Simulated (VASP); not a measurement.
# Hf (P6_3/mmc) in VASP: further runs

The runs below take Hf through single point, relaxation of cell and atoms, with LDA.

Everything below comes from runs of VASP 6.6.1. Logs are shortened: lines on timing, memory, paths and dates and some standing lists are left out, and cuts for length are marked.

## Step 1: The cell of the first run

It takes space group P6_3/mmc (No. 194, hexagonal). Conventional cell: a = 3.121 Å, b = 3.121 Å, c = 4.939 Å, α = 90.00°, β = 90.00°, γ = 120.00°. Within 4.0 Å of Hf (site symmetry -6m2) lie 12 Hf at 3.06 to 3.12 Å.

## Step 2: Single point, LDA

The input, INCAR:

```
SYSTEM = Hf
PREC = Accurate
ENCUT = 500
EDIFF = 1E-6
ISMEAR = 0
SIGMA = 0.1
LREAL = .False.
LASPH = .True.
NELM = 120
ALGO = Normal
ISIF = 2
LWAVE = .False.
LCHARG = .True.
LELF = .True.
LVHAR = .True.
NBANDS = 17
GGA_COMPAT = .False.
```

The input, KPOINTS:

```
Automatic mesh
0
Gamma
  15 15 8
  0 0 0
```

The input, POSCAR:

```
Hf
1.0
    3.1209296481      0.0000000000      0.0000000000
   -1.5604648240      2.7028043587      0.0000000000
    0.0000000000      0.0000000000      4.9386878427
Hf
2
Direct
    0.3333333333      0.6666666667      0.2500000000
    0.6666666667      0.3333333333      0.7500000000
```

Potentials or basis: VASP PAW LDA potentials, release 64 (Hf_pv).

Launch:

```sh
> cat potpaw_LDA.64/Hf_pv/POTCAR > POTCAR
> mpirun -np 1 vasp_std > vasp.out
```

OUTCAR:

```text
SYSTEM = Hf
   PREC = Accurate
   ENCUT = 500
   EDIFF = 1E-6
   ISMEAR = 0
   LREAL = .False.
   LASPH = .True.
   NELM = 120
   ISIF = 2

 ion  position               nearest neighbor table
   1  0.333  0.667  0.250-   2 3.06   2 3.06   2 3.06   2 3.06   2 3.06   2 3.06
   2  0.667  0.333  0.750-   1 3.06   1 3.06   1 3.06   1 3.06   1 3.06   1 3.06

  LATTYP: Found a hexagonal cell.
 ALAT       =     3.1209296481
 C/A-ratio  =     1.5824412594

  Lattice vectors:

 A1 = (   3.1209296481,   0.0000000000,   0.0000000000)
 A2 = (  -1.5604648240,   2.7028043587,   0.0000000000)
 A3 = (   0.0000000000,   0.0000000000,   4.9386878427)

Analysis of symmetry for initial positions (statically):
=====================================================================
 Subroutine PRICEL returns:
 Original cell was already a primitive cell.

 Routine SETGRP: Setting up the symmetry group for a
 hexagonal supercell.

 Subroutine GETGRP returns: Found 24 space group operations
 (whereof 12 operations were pure point group operations)
 out of a pool of 24 trial point group operations.

The static configuration has the point symmetry D_3d.
 The point group associated with its full space group is D_6h.

Analysis of symmetry for dynamics (positions and initial velocities):
=====================================================================
 Subroutine PRICEL returns:
 Original cell was already a primitive cell.

 Routine SETGRP: Setting up the symmetry group for a
 hexagonal supercell.

 Subroutine GETGRP returns: Found 24 space group operations
 (whereof 12 operations were pure point group operations)
 out of a pool of 24 trial point group operations.

The dynamic configuration has the point symmetry D_3d.
 The point group associated with its full space group is D_6h.

 Subroutine INISYM returns: Found 24 space group operations
 (whereof 12 operations are pure point group operations),
 and found     1 'primitive' translations

----------------------------------------------------------------------------------------

                                     Primitive cell

  volume of cell :      41.6591

  direct lattice vectors                    reciprocal lattice vectors
     3.120929648  0.000000000  0.000000000     0.320417348  0.184993042  0.000000000
    -1.560464824  2.702804359  0.000000000     0.000000000  0.369986084  0.000000000
     0.000000000  0.000000000  4.938687843     0.000000000  0.000000000  0.202482933

  length of vectors
     3.120929648  3.120929648  4.938687843     0.369986084  0.369986084  0.202482933

  position of ions in fractional coordinates (direct lattice)
     0.333333333  0.666666667  0.250000000
     0.666666667  0.333333333  0.750000000

  ion indices of the primitive-cell ions
   primitive index   ion index
                 1           1
                 2           2

----------------------------------------------------------------------------------------

 KPOINTS: Automatic mesh

Automatic generation of k-mesh.
 Grid dimensions read from file:
 generate k-points for:   15   15    8

 Generating k-lattice:

  Cartesian coordinates                     Fractional coordinates (reciprocal lattice)
     0.021361157  0.012332869  0.000000000     0.066666667  0.000000000  0.000000000
     0.000000000  0.024665739  0.000000000     0.000000000  0.066666667  0.000000000
     0.000000000  0.000000000  0.025310367     0.000000000  0.000000000  0.125000000

  Length of vectors
     0.024665739  0.024665739  0.025310367

  Shift w.r.t. Gamma in fractional coordinates (k-lattice)
     0.000000000  0.000000000  0.000000000

 Subroutine IBZKPT returns following result:
 ===========================================

 Found    135 irreducible k-points:

 Following reciprocal coordinates:
            Coordinates               Weight
  0.000000  0.000000  0.000000      1.000000
  0.066667  0.000000  0.000000      6.000000
  0.133333  0.000000  0.000000      6.000000
  0.200000 -0.000000  0.000000      6.000000
  0.266667  0.000000  0.000000      6.000000
  0.333333 -0.000000  0.000000      6.000000
[... 16 lines left out ...]
  0.333333  0.200000  0.000000     12.000000
  0.400000  0.200000  0.000000      6.000000
 [... further k-points ...]
   k-points           NKPTS =    135   k-points in BZ     NKDIM =    135   number of bands    NBANDS=     17
   number of dos      NEDOS =    301   number of ions     NIONS =      2
   total plane-waves  NPLWV =  20736
   dimension x,y,z NGX =    24 NGY =   24 NGZ =   36
   dimension x,y,z NGXF=    48 NGYF=   48 NGZF=   72
   ions per type =               2
   NGX,Y,Z   is equivalent  to a cutoff of  12.78, 12.78, 12.12 a.u.
   NGXF,Y,Z  is equivalent  to a cutoff of  25.57, 25.57, 24.24 a.u.
 SYSTEM =  Hf
   PREC   = accura    normal or accurate (medium, high low for compatibility)
   ISTART =      0    job   : 0-new  1-cont  2-samecut
   ICHARG =      2    charge: 1-file 2-atom 10-const
   ISPIN  =      1    spin polarized calculation?
   LNONCOLLINEAR =      F non collinear calculations
   LSORBIT =      F    spin-orbit coupling
   LASPH  =      T    aspherical Exc in radial PAW
   ENCUT  =  500.0 eV  36.75 Ry    6.06 a.u.   5.69  5.69  9.00*2*pi/ulx,y,z
   NELM   =    120;   NELMIN=  2; NELMDL= -5     # of ELM steps
   EDIFF  = 0.1E-05   stopping-criterion for ELM
   LREAL  =      F    real-space projection
   EDIFFG = 0.1E-04   stopping-criterion for IOM
   NSW    =      0    number of steps for IOM
   IBRION =     -1    ionic relax: 0-MD 1-quasi-New 2-CG
   NFREE  =      0    steps in history (QN), initial steepest desc. (CG)
   ISIF   =      2    stress and relaxation
   ISYM   =      2    0-nonsym 1-usesym 2-fastsym
   POTIM  = 0.5000    time-step for ionic-motion
   TEBEG  =    0.0;   TEEND  =   0.0 temperature during run
   PSTRESS=    0.0 pullay stress
   NELECT =      20.0000    total number of electrons
   NUPDOWN=      -1.0000    fix difference up-down
   EMIN   =  10.00;   EMAX   =-10.00  energy-range for DOS
   EFERMI =   0.00;   METHOD = LEGACY
   ISMEAR =     0;   SIGMA  =   0.10  broadening in eV -4-tet -1-fermi 0-gaus
   EFERMI_NEDOS =   21; number of points for ismear=-14 and -15
   IALGO  =     38    algorithm
   IMIX   =      4    mixing-type and parameters
     AMIX     =   0.40;   BMIX     =  1.00
     AMIX_MAG =   1.60;   BMIX_MAG =  1.00
  volume/ion in A,a.u.               =      20.83       140.56
  Fermi-wavevector in a.u.,A,eV,Ry     =   1.281882  2.422406 22.357391  1.643222
  Thomas-Fermi vector in A             =   2.414226
   LORBIT       =      0    0 simple, 1 ext, 2 COOP (PROOUT), +10 PAW based schemes
   GGA     = CA    functional components
   LHFCALC =     F    Hartree Fock is set to
   AEXX    =    0.0000 exact exchange contribution
   IVDW    =     0    specifies the selected vdW correction
   LEPSILON=     F    determine dielectric tensor
   LRPA    =     F    only Hartree local field effects (RPA)
 non-spin polarized calculation
 Gauss-broadening in eV      SIGMA  =   0.10
  energy-cutoff  :      500.00
  volume of cell :       41.66
 maximum number of plane-waves:      1087
 NGX is ok and might be reduce to    24
   NGX = 11   NGY = 11   NGZ = 19

 number of electron      19.9999997 magnetization

 Free energy of the ion-electron system (eV)
  ---------------------------------------------------
  ext. energy  EPLUGINS =         0.00000000
  ---------------------------------------------------
  free energy    TOTEN  =       -21.39369174 eV

  energy without entropy =      -21.38594541  energy(sigma->0) =      -21.38981858

 E-fermi :   5.3205     XC(G=0): -11.7999

 val. band max:        5.3155482648   @ k =   0.0000   0.0000   0.3750
 cond. band min:       5.3452334199   @ k =   0.0667   0.0000   0.2500
 fundamental gap:      0.0296851550
 Fermi energy:         5.3204693660

 k-point     1 :       0.0000    0.0000    0.0000
  band No.  band energies     occupation
      1     -25.6082      2.00000
      2     -24.6491      2.00000
      3     -24.6491      2.00000
      4     -24.4877      2.00000
      5     -24.4860      2.00000
      6     -24.4860      2.00000
[... 9 lines left out ...]
     16       7.9963      0.00000
     17      10.9410      0.00000

 k-point     2 :       0.0667    0.0000    0.0000
  band No.  band energies     occupation
      1     -25.5933      2.00000
      2     -24.6815      2.00000
      3     -24.6600      2.00000
      4     -24.5204      2.00000
      5     -24.4945      2.00000
      6     -24.4902      2.00000
[... 9 lines left out ...]
     16       7.8538      0.00000
     17      11.0609      0.00000

 k-point     3 :       0.1333    0.0000    0.0000
  band No.  band energies     occupation
      1     -25.5500      2.00000
      2     -24.7733      2.00000
      3     -24.6899      2.00000
      4     -24.6158      2.00000
      5     -24.5149      2.00000
      6     -24.5026      2.00000
[... 9 lines left out ...]
     16       7.8434      0.00000
     17      11.3385      0.00000

 k-point     4 :       0.2000   -0.0000    0.0000
  band No.  band energies     occupation
      1     -25.4819      2.00000
      2     -24.9083      2.00000
      3     -24.7511      2.00000
      4     -24.7325      2.00000
      5     -24.5492      2.00000
      6     -24.5222      2.00000
[... 9 lines left out ...]
     16       8.4692      0.00000
     17      11.6412      0.00000
[... 343 lines left out ...]
      1     -25.2281      2.00000
      2     -25.1826      2.00000
      3     -25.1375      2.00000
      4     -24.9017      2.00000
      5     -24.7348      2.00000
      6     -24.7226      2.00000
[... 9 lines left out ...]
     16      11.6480      0.00000
     17      12.0909      0.00000

 k-point    23 :       0.3333    0.2000    0.0000
  band No.  band energies     occupation
      1     -25.2942      2.00000
      2     -25.1388      2.00000
      3     -25.0991      2.00000
      4     -24.9741      2.00000
      5     -24.7994      2.00000
      6     -24.7572      2.00000
[... 9 lines left out ...]
     16      11.6288      0.00000
     17      12.7098      0.00000

 k-point    24 :       0.4000    0.2000    0.0000
  band No.  band energies     occupation
      1     -25.3172      2.00000
      2     -25.1306      2.00000
      3     -25.0584      2.00000
      4     -25.0090      2.00000
      5     -24.8333      2.00000
      6     -24.7691      2.00000
[... 9 lines left out ...]
     16      11.6211      0.00000
     17      12.2488      0.00000

 [... further k-points ...]

------------------------ aborting loop because EDIFF is reached ----------------------------------------

  FORCE on cell =-STRESS in cart. coord.  units (eV):
  Direction    XX          YY          ZZ          XY          YZ          ZX
  --------------------------------------------------------------------------------------
  -------------------------------------------------------------------------------------
  Total        0.0214157      0.0214157      0.0161458      0.0000000      0.0000000      0.0000000
  in kB        0.8236327      0.8236327      0.6209567      0.0000000      0.0000000      0.0000000
  external PRESSURE =       0.7560740 kB  Pullay stress =       0.0000000 kB

 VOLUME and BASIS-vectors are now :
 -----------------------------------------------------------------------------
  energy-cutoff  :      500.00
  volume of cell :       41.66
      direct lattice vectors                 reciprocal lattice vectors
     3.120929648  0.000000000  0.000000000     0.320417348  0.184993042  0.000000000
    -1.560464824  2.702804359  0.000000000     0.000000000  0.369986084  0.000000000
     0.000000000  0.000000000  4.938687843     0.000000000  0.000000000  0.202482933

 POSITION                                       TOTAL-FORCE (eV/Angst)
 -----------------------------------------------------------------------------------
     -0.00000      1.80187      1.23467         0.000000     -0.000000      0.000000
      1.56046      0.90093      3.70402        -0.000000      0.000000      0.000000
 -----------------------------------------------------------------------------------
    total drift:                                0.000000     -0.000000      0.000000

  FREE ENERGIE OF THE ION-ELECTRON SYSTEM (eV)
  ---------------------------------------------------
  free  energy   TOTEN  =       -21.3936917403 eV

  energy  without entropy=      -21.3859454114  energy(sigma->0) =      -21.38981858
```

It took 78 s on 1 thread of Intel Xeon 8259CL, shared host; peak memory 0.19 GiB.

Results:

```yaml
Free_energy: -21.3937 eV
Pressure: 0.1 GPa
Band_gap_on_the_k_mesh: zero (band 10 reaches 6.43 eV, above the bottom of band 11 at 4.89 eV)
```

Caveat: spin-orbit coupling is left out, which moves the levels of the heavy elements.

## Step 3: Relaxation of cell and atoms, LDA

This run uses another cell than the first one, of 21.76 Å³/atom, 1.045 times its volume.

The input, INCAR:

```
SYSTEM = Hf
  PREC = Accurate
  ENCUT = 500
  EDIFF = 1E-7
  ISMEAR = 0
  SIGMA = 0.1
  LREAL = .FALSE.
  LASPH = .TRUE.
  NELM = 120
  ALGO = Normal
  ISIF = 3
  LWAVE = .FALSE.
  LCHARG = .FALSE.
  IBRION = 2
  NSW = 100
  EDIFFG = -0.002
  GGA_COMPAT = .FALSE.
  NELMIN = 4
```

The input, KPOINTS:

```
regular mesh
0
G
  15 15 8
  0 0 0
```

The input, POSCAR:

```
Hf
1.0
    3.1700000000      0.0000000000      0.0000000000
   -1.5850000000      2.7453005000      0.0000000000
    0.0000000000      0.0000000000      5.0000000000
Hf
2
Direct
    0.3333333000      0.6666667000      0.2500000000
    0.6666667000      0.3333333000      0.7500000000
```

Potentials or basis: VASP PAW LDA potentials, release 64 (Hf_pv).

Launch:

```sh
> cat potpaw_LDA.64/Hf_pv/POTCAR > POTCAR
> mpirun -np 1 vasp_std > vasp.out
```

Wall time 6.7 min (1 thread of Intel Xeon 8259CL, shared host); peak memory 0.2 GiB.

The run converged. Its results:

| Item | Value |
| --- | --- |
| Free energy | -21.3940 eV |
| Relaxed volume | 20.84 Å³/atom |
| Relaxed cell | a = 3.122 Å, b = 3.122 Å, c = 4.939 Å, α = 90.00°, β = 90.00°, γ = 120.00° |
| Space group after relaxing (to 0.05 Å) | P6_3/mmc (No. 194) |
| Energy gained by relaxing | 14.2 meV/atom |
| Ionic steps | 9 |
| Pressure after relaxing | 0.0 GPa |
| Band gap on the k mesh | zero (band 10 reaches 6.42 eV, above the bottom of band 11 at 4.89 eV) |

The path:
```tsv
step	energy change (eV)	largest force (eV/Å)	pressure (GPa)	volume (Å³)
1	0.0000	0.0000	-4.84	43.51
2	0.0192	0.0000	7.22	39.50
3	-0.0283	0.0000	-0.07	41.72
4	-0.0283	0.0000	0.04	41.68
5	-0.0284	0.0000	0.03	41.68
6	-0.0284	0.0000	0.03	41.68
7	-0.0284	0.0000	0.03	41.68
8	-0.0284	0.0000	-0.04	41.70
9	-0.0284	0.0000	0.00	41.69
```

Final structure:
```
Hf
1.0
     3.12188    0.00000    0.00000
    -1.56094    2.70363    0.00000
     0.00000    0.00000    4.93921
Hf
2
Cartesian
  0.0000 1.8024 1.2348
  1.5609 0.9012 3.7044
```

Levels at points of the mesh, in eV from the Fermi level:
| k point | band 6 | band 7 | band 8 | band 9 | band 10 | band 11 | band 12 | band 13 | band 14 |
| --- | --- | --- | --- | --- | --- | --- | --- | --- | --- |
| (0.00, 0.00, 0.00) | -29.81 | -7.56 | -3.94 | 1.06 | 1.11 | 1.11 | 1.41 | 2.00 | 2.00 |
| (0.00, 0.00, 0.50) | -29.89 | -5.45 | -5.45 | 0.10 | 0.10 | 0.99 | 0.99 | 0.99 | 0.99 |

Caveat: spin-orbit coupling is left out, which moves the levels of the heavy elements.
